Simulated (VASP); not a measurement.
Wanted: the native input for a VASP 6.6.1 run.

| Item | Value |
| --- | --- |
| Task | single point |
| Functional | BLYP |
| Potentials or basis | VASP PAW PBE potentials, release 64 (Sr_sv) |
| Cutoff | 520 eV |
| k mesh | 10 × 10 × 5 |
| Occupations | fermi-dirac, width 0.1 eV |
| Spin | no spin polarisation |
| Dipole correction | no |
| Further INCAR settings | ALGO = Normal; EDIFF = 1e-06; NBANDS = 17 |

The structure of Sr lies in POSCAR:

```
Sr
1.0
    4.3696928311      0.0000000000      0.0000000000
   -2.1848464155      3.7842649985      0.0000000000
    0.0000000000      0.0000000000      7.1386003314
Sr
2
Direct
    0.3333333333      0.6666666667      0.2500000000
    0.6666666667      0.3333333333      0.7500000000
```

This isn't the form of Sr at room conditions, which is fcc.

One way to write it, as run:

INCAR

```
SYSTEM = Sr
AGGAC = 1.0 ; AGGAX = 1.0
ALDAC = 0.0 ; ALDAX = 1.0
ALGO = Normal ; EDIFF = 1E-6
ENCUT = 520 ; GGA = B5
ISIF = 2 ; ISMEAR = -1
LASPH = .True. ; LCHARG = .False.
LREAL = .False. ; LWAVE = .False.
NBANDS = 17 ; NELM = 60
PREC = Accurate ; SIGMA = 0.1
```

KPOINTS

```
k-points
0
Gamma
  10 10 5
  0 0 0
```

Potentials or basis: VASP PAW PBE potentials, release 64 (Sr_sv).

Run with:

```bash
$ cat potpaw_PBE.64/Sr_sv/POTCAR > POTCAR
$ mpirun -np 1 vasp_std > vasp.out
```

Results of the run:

```yaml
Pressure: -0.4 GPa
Band_gap_on_the_k_mesh: zero (bands 10 and 11 overlap by 0.11 eV)
```

Caveat: the PAW data sets were made with another functional, which shifts forces and pressure a little.

Run time: 54 s on 1 thread of AMD EPYC 9R45 96-Core Processor (Zen 5), on a shared host, peak memory 0.22 GiB.
